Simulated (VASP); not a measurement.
PbS:

```
Pb S
1.0
     3.60541    0.00000    0.00000
     0.00000    3.60541    0.00000
     0.00000    0.00000    3.60541
Pb S
1 1
Cartesian
  0.0000 0.0000 0.0000
  1.8027 1.8027 1.8027
```

Base run:

- Program: VASP 6.6.1
- Functional: PBE
- Dispersion: D3(BJ)
- Potentials or basis: VASP PAW PBE potentials, release 64 (Pb_d, S)
- Cutoff: 500 eV
- k mesh: 6 × 6 × 6
- Occupations: gaussian, width 0.05 eV
- Spin: no spin polarisation

Its results: band gap on the k mesh zero (band 10 reaches 6.65 eV, above the bottom of band 11 at 6.00 eV); pressure -0.1 GPa.

Task: The run is repeated on the same cell with these changes: functional from PBE to r2SCAN; cutoff from 500 eV to 550 eV; k mesh from 6 × 6 × 6 to 10 × 10 × 10. What comes out?

Result: Band gap on the k mesh zero (band 10 reaches 6.43 eV, above the bottom of band 11 at 6.08 eV); pressure 0.3 GPa.

Several settings changed at once, so the effect can't be laid on one alone.

Caveats: spin-orbit coupling is left out, which moves the levels of the heavy elements; pairwise dispersion overbinds metals, which lowers pressure and volume; the PAW data sets were made with another functional, which shifts forces and pressure a little (some runs).
